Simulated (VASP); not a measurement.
K: single point with PBE

The system is K.

```
K
1.0
    -2.69271    2.69271    2.52748
     2.69271   -2.69271    2.52748
     2.69271    2.69271   -2.52748
K
1
Direct
  0.00000 0.00000 0.00000
```

```json
{
  "Program": "VASP 6.6.1",
  "Task": "single point",
  "Functional": "PBE",
  "Potentials or basis": "VASP PAW PBE potentials, release 64 (K_sv)",
  "Cutoff": "500 eV",
  "k mesh": "8 × 8 × 8",
  "Occupations": "gaussian, width 0.1 eV",
  "Spin": "no spin polarisation"
}
```

The pressure is 0.0 GPa and the band gap on the k mesh is zero (an odd number of electrons rules out a gap without spin polarisation).

Levels at points of the mesh, in eV from the Fermi level:
```csv
k point,band 1,band 2,band 3,band 4,band 5,band 6,band 7,band 8
"(0.00, 0.00, 0.00)",-32.15,-15.60,-15.60,-15.60,-2.18,4.07,4.40,4.40
"(0.50, 0.00, 0.00)",-32.15,-15.67,-15.62,-15.60,0.48,0.73,3.03,4.89
"(0.50, 0.50, 0.00)",-32.15,-15.67,-15.62,-15.60,0.34,0.57,3.40,4.70
"(0.50, 0.50, 0.50)",-32.14,-15.65,-15.65,-15.64,1.55,1.74,3.23,3.23
```

It took 56 s on 1 thread of Intel Xeon 8259CL, on a shared host, peak memory 0.21 GiB.
